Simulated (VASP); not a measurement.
A run of VASP 6.6.1:

The input INCAR:

```
PREC = Accurate
ENCUT = 520
EDIFF = 1E-6
ISMEAR = -1
SIGMA = 0.08
LREAL = F
LASPH = T
NELM = 100
ALGO = Normal
ISIF = 2
LWAVE = F
LCHARG = T
GGA = PS
LELF = T
LVHAR = T
NBANDS = 14
```

The input KPOINTS:

```
regular mesh
0
Gamma
  17 17 16
```

The input POSCAR:

```
Bi
1.0
    2.5508172365      0.0000000000      0.0000000000
   -1.2754086182      2.2090725272      0.0000000000
    0.0000000000      0.0000000000      2.3993727593
Bi
1
Direct
    0.0000000000      0.0000000000      0.0000000000
```

Potentials or basis: VASP PAW PBE potentials, release 64 (Bi_d).

Launch:

```console
$ cat potpaw_PBE.64/Bi_d/POTCAR > POTCAR
$ mpirun -np 1 vasp_std > vasp.out
```

Hardware: 1 thread of Intel(R) Xeon(R) Platinum 8259CL CPU @ 2.50GHz (Skylake/Cascade Lake), with other jobs on the host.

Estimate the wall time of this run.

Run time: 33 s on 1 thread of Intel(R) Xeon(R) Platinum 8259CL CPU @ 2.50GHz (Skylake/Cascade Lake), with other jobs on the host, peak memory 0.16 GiB. Counts: scf iterations 11, k points 297.
